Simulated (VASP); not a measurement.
# ZrB2 (P6/mmm) in VASP: settings compared

Aim: see how the results for ZrB2 move with the level of theory and the settings. Levels: PBE, RPBE. Tasks: single point.

Program: VASP 6.6.1. These are calculated values, not measurements. Logs are shortened: lines on timing, memory, paths and dates and some standing lists are left out, and cuts for length are marked.

**1. The cell of the first run**

It takes space group P6/mmm (No. 191, hexagonal). The conventional cell has a = 3.171 Å, b = 3.171 Å, c = 3.544 Å, α = 90.00°, β = 90.00°, γ = 120.00°. Zr (site symmetry 6/mmm) has 12 B at 2.55 Å and 6 Zr at 3.17 Å within 3.4 Å. B (site symmetry -6m2) has 3 B at 1.83 Å within 2.4 Å.

**2. Single point, PBE**

File INCAR:

```
PREC     = Accurate       # precision mode
ENCUT    = 520            # plane-wave cutoff, eV
EDIFF    = 1E-6           # SCF threshold, eV
ISMEAR   = -1             # smearing method
SIGMA    = 0.1            # smearing width, eV
LREAL    = F              # projectors in reciprocal space
LASPH    = T              # aspherical terms in the spheres
NELM     = 80             # most SCF steps
ALGO     = Normal         # electronic algorithm
ISIF     = 2              # what is computed and relaxed
LWAVE    = F              # write WAVECAR
LCHARG   = T              # write CHGCAR
GGA      = PE             # functional
LELF     = T              # ELF
LVHAR    = T            
NBANDS   = 16             # bands
```

File KPOINTS:

```
regular mesh
0
Gamma
  10 10 8
```

File POSCAR:

```
ZrB2
1.0
    3.1705102097      0.0000000000      0.0000000000
   -1.5852551049      2.7457423846      0.0000000000
    0.0000000000      0.0000000000      3.5442301755
Zr B
1 2
Direct
    0.0000000000      0.0000000000      0.0000000000
    0.3333333333      0.6666666667      0.5000000000
    0.6666666667      0.3333333333      0.5000000000
```

Potentials or basis: VASP PAW PBE potentials, release 64 (Zr_sv, B).

Run with:

```sh
cat potpaw_PBE.64/Zr_sv/POTCAR potpaw_PBE.64/B/POTCAR > POTCAR
mpirun -np 1 vasp_std > vasp.out
```

OUTCAR:

```text
PREC = Accurate
   ENCUT = 520
   EDIFF = 1E-6
   ISMEAR = -1
   LREAL = F
   LASPH = T
   NELM = 80
   ISIF = 2
   GGA = PE

 ion  position               nearest neighbor table
   1  0.000  0.000  0.000-   2 2.55   3 2.55   2 2.55   3 2.55   3 2.55   3 2.55   2 2.55   2 2.55
                             3 2.55   3 2.55   2 2.55   2 2.55
   2  0.333  0.667  0.500-   3 1.83   3 1.83   3 1.83   1 2.55   1 2.55   1 2.55   1 2.55   1 2.55
                             1 2.55
   3  0.667  0.333  0.500-   2 1.83   2 1.83   2 1.83   1 2.55   1 2.55   1 2.55   1 2.55   1 2.55
                             1 2.55

  LATTYP: Found a hexagonal cell.
 ALAT       =     3.1705102097
 C/A-ratio  =     1.1178737620

  Lattice vectors:

 A1 = (   3.1705102097,   0.0000000000,   0.0000000000)
 A2 = (  -1.5852551049,   2.7457423846,   0.0000000000)
 A3 = (   0.0000000000,   0.0000000000,   3.5442301755)

Analysis of symmetry for initial positions (statically):
=====================================================================
 Subroutine PRICEL returns:
 Original cell was already a primitive cell.

 Routine SETGRP: Setting up the symmetry group for a
 hexagonal supercell.

 Subroutine GETGRP returns: Found 24 space group operations
 (whereof 24 operations were pure point group operations)
 out of a pool of 24 trial point group operations.

The static configuration has the point symmetry D_6h.

Analysis of symmetry for dynamics (positions and initial velocities):
=====================================================================
 Subroutine PRICEL returns:
 Original cell was already a primitive cell.

 Routine SETGRP: Setting up the symmetry group for a
 hexagonal supercell.

 Subroutine GETGRP returns: Found 24 space group operations
 (whereof 24 operations were pure point group operations)
 out of a pool of 24 trial point group operations.

The dynamic configuration has the point symmetry D_6h.

 Subroutine INISYM returns: Found 24 space group operations
 (whereof 24 operations are pure point group operations),
 and found     1 'primitive' translations

----------------------------------------------------------------------------------------

                                     Primitive cell

  volume of cell :      30.8540

  direct lattice vectors                    reciprocal lattice vectors
     3.170510210  0.000000000  0.000000000     0.315406649  0.182100114  0.000000000
[... 84 lines left out ...]
   LSORBIT =      F    spin-orbit coupling
   LASPH  =      T    aspherical Exc in radial PAW
   ENCUT  =  520.0 eV  38.22 Ry    6.18 a.u.   5.90  5.90  6.59*2*pi/ulx,y,z
   NELM   =     80;   NELMIN=  2; NELMDL= -5     # of ELM steps
   EDIFF  = 0.1E-05   stopping-criterion for ELM
   LREAL  =      F    real-space projection
   EDIFFG = 0.1E-04   stopping-criterion for IOM
   NSW    =      0    number of steps for IOM
   IBRION =     -1    ionic relax: 0-MD 1-quasi-New 2-CG
   NFREE  =      0    steps in history (QN), initial steepest desc. (CG)
   ISIF   =      2    stress and relaxation
   ISYM   =      2    0-nonsym 1-usesym 2-fastsym
   POTIM  = 0.5000    time-step for ionic-motion
   TEBEG  =    0.0;   TEEND  =   0.0 temperature during run
   PSTRESS=    0.0 pullay stress
   NELECT =      18.0000    total number of electrons
   NUPDOWN=      -1.0000    fix difference up-down
   EMIN   =  10.00;   EMAX   =-10.00  energy-range for DOS
   EFERMI =   0.00;   METHOD = LEGACY
   ISMEAR =    -1;   SIGMA  =   0.10  broadening in eV -4-tet -1-fermi 0-gaus
   EFERMI_NEDOS =   21; number of points for ismear=-14 and -15
   IALGO  =     38    algorithm
   IMIX   =      4    mixing-type and parameters
     AMIX     =   0.40;   BMIX     =  1.00
     AMIX_MAG =   1.60;   BMIX_MAG =  1.00
  volume/ion in A,a.u.               =      10.28        69.40
  Fermi-wavevector in a.u.,A,eV,Ry     =   1.367924  2.585002 25.459449  1.871217
  Thomas-Fermi vector in A             =   2.493934
   LORBIT       =      0    0 simple, 1 ext, 2 COOP (PROOUT), +10 PAW based schemes
   GGA     = PE    functional components
   LHFCALC =     F    Hartree Fock is set to
   AEXX    =    0.0000 exact exchange contribution
   IVDW    =     0    specifies the selected vdW correction
   LEPSILON=     F    determine dielectric tensor
   LRPA    =     F    only Hartree local field effects (RPA)
 non-spin polarized calculation
  energy-cutoff  :      520.00
  volume of cell :       30.85
 maximum number of plane-waves:       846
 NGX is ok and might be reduce to    24
   NGX = 11   NGY = 11   NGZ = 13

 number of electron      18.0000000 magnetization

 Free energy of the ion-electron system (eV)
  ---------------------------------------------------
  ext. energy  EPLUGINS =         0.00000000
  ---------------------------------------------------
  free energy    TOTEN  =       -24.98067005 eV

  energy without entropy =      -24.96986167  energy(sigma->0) =      -24.97526586

 E-fermi :  10.4183     XC(G=0): -12.4265

 val. band max:       10.3676006294   @ k =   0.2000   0.2000   0.1250
 cond. band min:      10.5412091596   @ k =   0.0000   0.0000   0.2500
 fundamental gap:      0.1736085302
 Fermi energy:        10.4183155711

 k-point     1 :       0.0000    0.0000    0.0000
  band No.  band energies     occupation
      1     -38.1630      2.00000
      2     -16.3467      2.00000
      3     -15.7965      2.00000
      4     -15.7965      2.00000
      5      -2.2289      2.00000
      6       7.8842      2.00000
[... 433 lines left out ...]
      3     -16.2161      2.00000
      4     -16.0565      2.00000
      5       1.2325      2.00000
      6       2.4935      2.00000
[... 8 lines left out ...]
     15      18.7240      0.00000
     16      20.5343      0.00000

 [... further k-points ...]
[... 5 lines left out ...]
  --------------------------------------------------------------------------------------
  -------------------------------------------------------------------------------------
  Total        0.0271283      0.0271283      0.0354320     -0.0000000     -0.0000000     -0.0000000
  in kB        1.4087108      1.4087108      1.8399045     -0.0000000     -0.0000000     -0.0000000
  external PRESSURE =       1.5524420 kB  Pullay stress =       0.0000000 kB

 VOLUME and BASIS-vectors are now :
 -----------------------------------------------------------------------------
  energy-cutoff  :      520.00
  volume of cell :       30.85
      direct lattice vectors                 reciprocal lattice vectors
     3.170510210  0.000000000  0.000000000     0.315406649  0.182100114  0.000000000
    -1.585255105  2.745742385  0.000000000     0.000000000  0.364200227  0.000000000
     0.000000000  0.000000000  3.544230176     0.000000000  0.000000000  0.282148718

 POSITION                                       TOTAL-FORCE (eV/Angst)
 -----------------------------------------------------------------------------------
      0.00000      0.00000      0.00000        -0.000000     -0.000000      0.000000
     -0.00000      1.83049      1.77212        -0.000000      0.000000      0.000000
      1.58526      0.91525      1.77212         0.000000     -0.000000      0.000000
 -----------------------------------------------------------------------------------
    total drift:                               -0.000000      0.000000      0.000000

  FREE ENERGIE OF THE ION-ELECTRON SYSTEM (eV)
  ---------------------------------------------------
  free  energy   TOTEN  =       -24.9806700490 eV

  energy  without entropy=      -24.9698616679  energy(sigma->0) =      -24.97526586
```

Run time: 15 s. Hardware: 1 thread of AMD EPYC 9R45 (Zen 5), shared host; peak memory 0.13 GiB.

Results:

| Item | Value |
| --- | --- |
| Free energy | -24.9807 eV |
| Pressure | 0.2 GPa |
| Band gap on the k mesh | zero (band 9 reaches 11.09 eV, above the bottom of band 10 at 10.25 eV) |

**3. Single point, RPBE**

This run uses another cell than the first one, of 10.44 Å³/atom, 1.015 times its volume.

File INCAR:

```
ALGO     = Normal         # electronic algorithm
EDIFF    = 1E-7           # SCF threshold, eV
ENCUT    = 520            # plane-wave cutoff, eV
GGA      = RP             # functional
ISIF     = 2              # what is computed and relaxed
ISMEAR   = -1             # smearing method
LASPH    = T              # aspherical terms in the spheres
LCHARG   = F              # write CHGCAR
LREAL    = F              # projectors in reciprocal space
LWAVE    = F              # write WAVECAR
NBANDS   = 16             # bands
NELM     = 80             # most SCF steps
PREC     = Accurate       # precision mode
SIGMA    = 0.1            # smearing width, eV
```

File KPOINTS:

```
k-points
0
Gamma
  10 10 8
```

File POSCAR:

```
ZrB2
1.0
    3.1864163082      0.0000000000      0.0000000000
   -1.5932081541      2.7595174699      0.0000000000
    0.0000000000      0.0000000000      3.5623133006
Zr B
1 2
Direct
    0.0000000000      0.0000000000      0.0000000000
    0.3333333333      0.6666666667      0.5000000000
    0.6666666667      0.3333333333      0.5000000000
```

Potentials or basis: VASP PAW PBE potentials, release 64 (Zr_sv, B).

Run with:

```sh
cat potpaw_PBE.64/Zr_sv/POTCAR potpaw_PBE.64/B/POTCAR > POTCAR
mpirun -np 1 vasp_std > vasp.out
```

OUTCAR:

```text
EDIFF = 1E-7
   ENCUT = 520
   GGA = RP
   ISIF = 2
   ISMEAR = -1
   LASPH = T
   LREAL = F
   NELM = 80
   PREC = Accurate

 ion  position               nearest neighbor table
   1  0.000  0.000  0.000-   2 2.56   3 2.56   2 2.56   3 2.56   2 2.56   2 2.56   3 2.56   3 2.56
                             3 2.56   3 2.56   2 2.56   2 2.56
   2  0.333  0.667  0.500-   3 1.84   3 1.84   3 1.84   1 2.56   1 2.56   1 2.56   1 2.56   1 2.56
                             1 2.56
   3  0.667  0.333  0.500-   2 1.84   2 1.84   2 1.84   1 2.56   1 2.56   1 2.56   1 2.56   1 2.56
                             1 2.56

  LATTYP: Found a hexagonal cell.
 ALAT       =     3.1864163082
 C/A-ratio  =     1.1179685754

  Lattice vectors:

 A1 = (   3.1864163082,   0.0000000000,   0.0000000000)
 A2 = (  -1.5932081541,   2.7595174699,   0.0000000000)
 A3 = (   0.0000000000,   0.0000000000,   3.5623133006)

Analysis of symmetry for initial positions (statically):
=====================================================================
 Subroutine PRICEL returns:
 Original cell was already a primitive cell.

 Routine SETGRP: Setting up the symmetry group for a
 hexagonal supercell.

 Subroutine GETGRP returns: Found 24 space group operations
 (whereof 24 operations were pure point group operations)
 out of a pool of 24 trial point group operations.

The static configuration has the point symmetry D_6h.

Analysis of symmetry for dynamics (positions and initial velocities):
=====================================================================
 Subroutine PRICEL returns:
 Original cell was already a primitive cell.

 Routine SETGRP: Setting up the symmetry group for a
 hexagonal supercell.

 Subroutine GETGRP returns: Found 24 space group operations
 (whereof 24 operations were pure point group operations)
 out of a pool of 24 trial point group operations.

The dynamic configuration has the point symmetry D_6h.
[... 113 lines left out ...]
   NUPDOWN=      -1.0000    fix difference up-down
   EMIN   =  10.00;   EMAX   =-10.00  energy-range for DOS
   EFERMI =   0.00;   METHOD = LEGACY
   ISMEAR =    -1;   SIGMA  =   0.10  broadening in eV -4-tet -1-fermi 0-gaus
   EFERMI_NEDOS =   21; number of points for ismear=-14 and -15
   IALGO  =     38    algorithm
   IMIX   =      4    mixing-type and parameters
     AMIX     =   0.40;   BMIX     =  1.00
     AMIX_MAG =   1.60;   BMIX_MAG =  1.00
  volume/ion in A,a.u.               =      10.44        70.46
  Fermi-wavevector in a.u.,A,eV,Ry     =   1.361057  2.572025 25.204479  1.852477
  Thomas-Fermi vector in A             =   2.487666
   LORBIT       =      0    0 simple, 1 ext, 2 COOP (PROOUT), +10 PAW based schemes
   GGA     = RP    functional components
   LHFCALC =     F    Hartree Fock is set to
   AEXX    =    0.0000 exact exchange contribution
   IVDW    =     0    specifies the selected vdW correction
   LEPSILON=     F    determine dielectric tensor
   LRPA    =     F    only Hartree local field effects (RPA)
 non-spin polarized calculation
  energy-cutoff  :      520.00
  volume of cell :       31.32
 maximum number of plane-waves:       860
 NGX is ok and might be reduce to    24
   NGX = 11   NGY = 11   NGZ = 13

 number of electron      18.0000000 magnetization

 Free energy of the ion-electron system (eV)
  ---------------------------------------------------
  ext. energy  EPLUGINS =         0.00000000
  ---------------------------------------------------
  free energy    TOTEN  =       -23.88038298 eV

  energy without entropy =      -23.86939726  energy(sigma->0) =      -23.87489012

 E-fermi :  10.3511     XC(G=0): -12.3121

 val. band max:       10.3006406347   @ k =   0.2000   0.2000   0.1250
 cond. band min:      10.4713235563   @ k =   0.0000   0.0000   0.2500
 fundamental gap:      0.1706829216
 Fermi energy:        10.3510524880

 k-point     1 :       0.0000    0.0000    0.0000
  band No.  band energies     occupation
      1     -38.3130      2.00000
      2     -16.4844      2.00000
      3     -15.9586      2.00000
      4     -15.9586      2.00000
      5      -2.2848      2.00000
      6       7.8446      2.00000
[... 433 lines left out ...]
      3     -16.3614      2.00000
      4     -16.2050      2.00000
      5       1.1538      2.00000
      6       2.4249      2.00000
[... 8 lines left out ...]
     15      18.4803      0.00000
     16      20.3142      0.00000

 [... further k-points ...]
[... 5 lines left out ...]
  --------------------------------------------------------------------------------------
  -------------------------------------------------------------------------------------
  Total        0.0075261      0.0075261      0.0179507      0.0000000     -0.0000000     -0.0000000
  in kB        0.3849590      0.3849590      0.9181748      0.0000000     -0.0000000     -0.0000000
  external PRESSURE =       0.5626976 kB  Pullay stress =       0.0000000 kB

 VOLUME and BASIS-vectors are now :
 -----------------------------------------------------------------------------
  energy-cutoff  :      520.00
  volume of cell :       31.32
      direct lattice vectors                 reciprocal lattice vectors
     3.186416308  0.000000000  0.000000000     0.313832187  0.181191098  0.000000000
    -1.593208154  2.759517470  0.000000000     0.000000000  0.362382196  0.000000000
     0.000000000  0.000000000  3.562313301     0.000000000  0.000000000  0.280716466

 POSITION                                       TOTAL-FORCE (eV/Angst)
 -----------------------------------------------------------------------------------
      0.00000      0.00000      0.00000        -0.000000      0.000000      0.000000
     -0.00000      1.83968      1.78116        -0.000000      0.000000      0.000000
      1.59321      0.91984      1.78116         0.000000     -0.000000      0.000000
 -----------------------------------------------------------------------------------
    total drift:                               -0.000000      0.000000      0.000000

  FREE ENERGIE OF THE ION-ELECTRON SYSTEM (eV)
  ---------------------------------------------------
  free  energy   TOTEN  =       -23.8803829844 eV

  energy  without entropy=      -23.8693972553  energy(sigma->0) =      -23.87489012
```

OSZICAR:

```text
N       E                     dE             d eps       ncg     rms          rms(c)
DAV:   1     0.105104027233E+03    0.10510E+03   -0.97073E+03  2240   0.112E+03
DAV:   2    -0.222382090801E+02   -0.12734E+03   -0.12250E+03  3016   0.290E+02
DAV:   3    -0.263926699961E+02   -0.41545E+01   -0.41402E+01  3368   0.446E+01
DAV:   4    -0.264513893711E+02   -0.58719E-01   -0.58710E-01  2856   0.490E+00
DAV:   5    -0.264523031426E+02   -0.91377E-03   -0.91375E-03  3192   0.453E-01    0.204E+01
DAV:   6    -0.239198094503E+02    0.25325E+01   -0.56493E+00  2904   0.157E+01    0.808E+00
DAV:   7    -0.238801202401E+02    0.39689E-01   -0.59548E-01  3056   0.486E+00    0.290E+00
DAV:   8    -0.238845699461E+02   -0.44497E-02   -0.91601E-02  2688   0.242E+00    0.402E-01
DAV:   9    -0.238806718994E+02    0.38980E-02   -0.20144E-02  2768   0.103E+00    0.225E-01
DAV:  10    -0.238803734577E+02    0.29844E-03   -0.17828E-03  2616   0.384E-01    0.321E-02
DAV:  11    -0.238803852945E+02   -0.11837E-04   -0.63747E-05  2904   0.770E-02    0.115E-02
DAV:  12    -0.238803828570E+02    0.24375E-05   -0.29791E-06  2872   0.138E-02    0.551E-03
DAV:  13    -0.238803830068E+02   -0.14977E-06   -0.32969E-07  2448   0.575E-03    0.186E-03
DAV:  14    -0.238803829844E+02    0.22435E-07   -0.13074E-08  1456   0.126E-03
   1 F= -.23880383E+02 E0= -.23874890E+02  d E =-.109857E-01
```

It took 15 s on 1 thread of AMD EPYC 9R45 (Zen 5), shared host; peak memory 0.13 GiB.

Results:

| Quantity | Value |
| --- | --- |
| Free energy | -23.8804 eV |
| Pressure | 0.1 GPa |
| Band gap on the k mesh | zero (band 9 reaches 11.00 eV, above the bottom of band 10 at 10.19 eV) |

Caveat: the PAW data sets were made with another functional, which shifts forces and pressure a little.
